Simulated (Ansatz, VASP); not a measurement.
Two plane-wave programs on Hf

```
Hf
1.0
     3.15889    0.00000    0.00000
    -1.57944    2.73567    0.00000
     0.00000    0.00000    5.00112
Hf
2
Cartesian
  0.0000 1.8238 1.2503
  1.5794 0.9119 3.7508
```

Alike in both runs: functional PBEsol; k mesh 14 × 14 × 8; occupations fermi-dirac, width 0.08 eV; no spin polarisation.

Ansatz relaxed the structure, and its values are those at the end. VASP's run is a single point on that final structure, the one shown.

```csv
,VASP,Ansatz
version,VASP 6.6.1,Ansatz 0.2.0
potentials or method,"VASP PAW PBE potentials, release 64 (Hf_pv)","PAW with Ansatz's default frozen-core files, scalar-relativistic"
plane-wave cutoff (eV),520,420
valence electrons in the cell,20,52
```

|  | VASP | Ansatz | Ansatz less VASP |
| --- | --- | --- | --- |
| pressure (GPa) | -0.4 | 0.0 | +0.38 |

VASP's potentials were made for PBE, not for PBEsol. The functional is the same, so the differences come from potentials, cutoffs and numerics. VASP's potentials hold 20 valence electrons a cell and Ansatz's 52, so a difference there can come from the potentials and not from the codes.

Spin-orbit coupling is off throughout.
